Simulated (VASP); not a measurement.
Set up this calculation in VASP 6.6.1, as the native input.

```
Task                   : single point
Functional             : r2SCAN
Potentials or basis    : VASP PAW PBE potentials, release 64 (Ba_sv, Ti_sv, O)
Cutoff                 : 520 eV
k mesh                 : 8 × 8 × 8
Occupations            : gaussian, width 0.02 eV
Spin                   : no spin polarisation
Dipole correction      : no
Further INCAR settings : ALGO = Normal; EDIFF = 1e-06; NBANDS = 28
```

BaTiO3:

```
CELL_PARAMETERS angstrom
4.03358 0.00000 0.00000
0.00000 4.03358 0.00000
0.00000 0.00000 4.03358
ATOMIC_POSITIONS crystal
Ba 0.50000 0.50000 0.50000
Ti 0.00000 0.00000 0.00000
O 0.50000 0.00000 0.00000
O 0.00000 0.50000 0.00000
O 0.00000 0.00000 0.50000
```

These files were run (other wordings do the same):

POSCAR

```
BaTiO3
1.0
    4.0335816637      0.0000000000      0.0000000000
    0.0000000000      4.0335816637      0.0000000000
    0.0000000000      0.0000000000      4.0335816637
Ba Ti O
1 1 3
Direct
    0.5000000000      0.5000000000      0.5000000000
    0.0000000000      0.0000000000      0.0000000000
    0.5000000000      0.0000000000      0.0000000000
    0.0000000000      0.5000000000      0.0000000000
    0.0000000000      0.0000000000      0.5000000000
```

INCAR.step1

```
PREC = Accurate ; ENCUT = 520
ISMEAR = 0 ; SIGMA = 0.02
LREAL = False ; LASPH = True
NELM = 100 ; NBANDS = 28
GGA = PE ; ALGO = Normal
EDIFF = 1E-4 ; LWAVE = True
LCHARG = False
```

INCAR.step2

```
PREC = Accurate ; ENCUT = 520
EDIFF = 1E-6 ; ISMEAR = 0
SIGMA = 0.02 ; LREAL = False
LASPH = True ; NELM = 100
ALGO = Normal ; ISIF = 2
LWAVE = False ; LCHARG = False
METAGGA = R2SCAN ; LMIXTAU = True
NBANDS = 28 ; ISTART = 1
```

KPOINTS

```
regular mesh
0
Gamma
  8 8 8
```

Potentials or basis: VASP PAW PBE potentials, release 64 (Ba_sv, Ti_sv, O).

The run is started by

```sh
$ cat potpaw_PBE.64/Ba_sv/POTCAR potpaw_PBE.64/Ti_sv/POTCAR potpaw_PBE.64/O/POTCAR > POTCAR
$ cp INCAR.step1 INCAR
$ mpirun -np 1 vasp_std > vasp.out
$ cp INCAR.step2 INCAR
$ mpirun -np 1 vasp_std > vasp.out
```

It gave:

```
Pressure               : -3.2 GPa
Band gap on the k mesh : 2.08 eV (least direct gap 2.26 eV)
```

Caveat: the cell stands under tension; the PAW data sets were made with another functional, which shifts forces and pressure a little; spin-orbit coupling is left out, which moves the levels of the heavy elements.

Run time: 3.6 min on 1 thread of Intel(R) Xeon(R) Platinum 8488C (Sapphire Rapids), on a shared host, peak memory 0.21 GiB.
